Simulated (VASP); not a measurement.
A run of VASP 6.6.1:

INCAR

```
ALGO     = Normal         # electronic algorithm
EDIFF    = 1E-6           # SCF threshold, eV
ENCUT    = 520            # plane-wave cutoff, eV
GGA      = PS             # functional
ISIF     = 2              # what is computed and relaxed
ISMEAR   = 0              # smearing method
LASPH    = T              # aspherical terms in the spheres
LCHARG   = T              # write CHGCAR
LELF     = T              # ELF
LREAL    = F              # projectors in reciprocal space
LVHAR    = T            
LWAVE    = F              # write WAVECAR
NBANDS   = 11             # bands
NELM     = 60             # most SCF steps
PREC     = Accurate       # precision mode
SIGMA    = 0.05           # smearing width, eV
```

Contents of KPOINTS:

```
k-points
0
Gamma
  12 12 12
```

The input POSCAR:

```
BN
1.0
    0.0000000000      3.6898902473      1.9436707384
    1.3213069444      0.0000000000      1.9436707384
    1.3213069444      3.6898902473      0.0000000000
B N
1 1
Direct
    0.0000486500      0.0000486500      0.9999513500
    0.6666513400      0.6666513400      0.3333486600
```

Potentials or basis: VASP PAW PBE potentials, release 64 (B, N).

Launch:

```console
$ cat potpaw_PBE.64/B/POTCAR potpaw_PBE.64/N/POTCAR > POTCAR
$ mpirun -np 1 vasp_std > vasp.out
```

Hardware: 1 thread of Intel Xeon 8259CL (shared host).

Estimate the wall time of this run.

Wall time 60 s on 1 thread of Intel Xeon 8259CL, on a shared host, peak memory 0.18 GiB. Counts: scf iterations 13, k points 280.
